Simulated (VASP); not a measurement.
Set up this calculation in VASP 6.6.1, as the native input.

- Task: single point
- Functional: PBE
- Potentials or basis: VASP PAW PBE potentials, release 64 (Ge_d)
- Cutoff: 520 eV
- k mesh: 12 × 12 × 4
- Occupations: gaussian, width 0.1 eV
- Spin: no spin polarisation
- Dipole correction: no
- Further INCAR settings: ALGO = Fast; EDIFF = 1e-06; NBANDS = 81

The structure of Ge lies in POSCAR:

```
Ge
1.0
    4.0674602541      0.0000000000      0.0000000000
   -2.0337301271      3.5225239090      0.0000000000
    0.0000000000      0.0000000000     16.6658135653
Ge
10
Direct
    0.0000000000      0.0000000000     -0.0007291608
    0.0000000000      0.0000000000      0.1498983977
    0.3333333333      0.6666666667      0.2001016023
    0.3333333333      0.6666666667      0.3507291608
    0.0000000000      0.0000000000      0.4007934728
    0.0000000000      0.0000000000      0.5502558312
    0.6666666667      0.3333333333      0.6001941410
    0.6666666667      0.3333333333      0.7498058590
    0.3333333333      0.6666666667      0.7997441688
    0.3333333333      0.6666666667      0.9492065272
```

These files were run (other wordings do the same):

INCAR

```
PREC     = Accurate       # precision mode
ENCUT    = 520            # plane-wave cutoff, eV
EDIFF    = 1E-6           # SCF threshold, eV
ISMEAR   = 0              # smearing method
SIGMA    = 0.1            # smearing width, eV
LREAL    = False          # projectors in reciprocal space
LASPH    = True           # aspherical terms in the spheres
NELM     = 60             # most SCF steps
ALGO     = Fast           # electronic algorithm
ISIF     = 2              # what is computed and relaxed
LWAVE    = False          # write WAVECAR
LCHARG   = True           # write CHGCAR
GGA      = PE             # functional
LELF     = True           # ELF
LVHAR    = True         
NBANDS   = 81             # bands
```

KPOINTS

```
regular mesh
0
Gamma
  12 12 4
```

Potentials or basis: VASP PAW PBE potentials, release 64 (Ge_d).

The run is started by

```console
$ cat potpaw_PBE.64/Ge_d/POTCAR > POTCAR
$ mpirun -np 1 vasp_std > vasp.out
```

Results of the run:

```
Pressure               : 0.0 GPa
Largest force          : 0.006 eV/Å
Band gap on the k mesh : zero (bands 70 and 71 overlap by 0.07 eV)
```

Caveat: semilocal functionals underestimate gaps, and a narrow one can read as zero.

Wall time 34 min on 1 thread of Oxide Virtual Turin-like Processor, on a shared host, peak memory 0.87 GiB.
